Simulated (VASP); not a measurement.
Here is a VASP 6.6.1 calculation.

INCAR

```
ALGO = Normal
EDIFF = 1E-6
ENCUT = 520
GGA = PS
ISIF = 2
ISMEAR = -1
LASPH = T
LCHARG = F
LREAL = F
LWAVE = F
NBANDS = 20
NELM = 80
PREC = Accurate
SIGMA = 0.02
```

KPOINTS

```
k-points
0
Gamma
  6 6 6
```

The input POSCAR:

```
WS2
1.0
    1.5985959956      0.9229498284      6.0871024982
   -1.5985959956      0.9229498284      6.0871024982
    0.0000000000     -1.8458996568      6.0871024982
W S
1 2
Direct
    0.0000000000      0.0000000000      0.0000000000
    0.2477300228      0.2477300228      0.2477300228
    0.7522699772      0.7522699772      0.7522699772
```

Potentials or basis: VASP PAW PBE potentials, release 64 (W_sv, S).

Command:

```sh
$ cat potpaw_PBE.64/W_sv/POTCAR potpaw_PBE.64/S/POTCAR > POTCAR
$ mpirun -np 1 vasp_std > vasp.out
```

(1) What does it give for the largest force?

(2) Estimate the band gap on the k mesh.

(3) What does it give for the pressure?

Answers

(1) 0.061 eV/Å.

(2) zero (bands 13 and 14 overlap by 1.06 eV).

(3) -1.9 GPa.

Caveat: the k points lie up to 0.38 Å⁻¹ apart, too coarse for converged energies and pressures of a metal; the PAW data sets were made with another functional, which shifts forces and pressure a little; spin-orbit coupling is left out, which moves the levels of the heavy elements.
